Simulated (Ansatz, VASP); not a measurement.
**ZnS: VASP beside Ansatz**

File INCAR:

```
  ALGO = Normal
  EDIFF = 1E-7
  ENCUT = 520
  GGA = PE
  ISIF = 2
  ISMEAR = 0
  IVDW = 12
  LASPH = True
  LCHARG = True
  LELF = True
  LREAL = False
  LVHAR = True
  LWAVE = False
  NBANDS = 16
  NELM = 100
  PREC = Accurate
  SIGMA = 0.05
```

File KPOINTS:

```
k-points
0
Gamma
  8 8 8
```

The input POSCAR:

```
ZnS
1.0
    0.0000000000      2.6878582748      2.6878582748
    2.6878582748      0.0000000000      2.6878582748
    2.6878582748      2.6878582748      0.0000000000
Zn S
1 1
Direct
    0.0000000000      0.0000000000      0.0000000000
    0.7500000000      0.7500000000      0.7500000000
```

Input for Ansatz:

```yaml
crystal:
  lattice:
    - [0.0, 2.6878582748, 2.6878582748]
    - [2.6878582748, 0.0, 2.6878582748]
    - [2.6878582748, 2.6878582748, 0.0]
  atoms:
    - { symbol: Zn, position: [0.0, 0.0, 0.0] }
    - { symbol: S, position: [0.75, 0.75, 0.75] }
basis:
  ecutwfc: 420
  ecutrho_ratio: 4
kpoints:
  mp_grid: { grid: [8, 8, 8] }
hamiltonian:
  xc: pbe
  dispersion: d3bj
scf:
  occupations: { method: gaussian, width: 0.05 }
output:
  forces: true
  stress: true
  eigenvalues: true
```

Alike in both runs: task single point; functional PBE; dispersion D3(BJ); k mesh 8 × 8 × 8; occupations gaussian, width 0.05 eV; no spin polarisation.

|  | VASP | Ansatz |
| --- | --- | --- |
| version | VASP 6.6.1 | Ansatz 0.2.0 |
| potentials or method | VASP PAW PBE potentials, release 64 (Zn, S), cutoff 520 eV | scalar-relativistic, plane waves, PAW |
| valence electrons in the cell | 18 | 18 |

```csv
,VASP,Ansatz,Ansatz less VASP
gap on the k mesh at the Fermi level (eV),2.18,2.18,-0.006
least direct gap on the mesh (eV),2.18,2.18,-0.006
pressure (GPa),0.2,0.0,-0.17
```
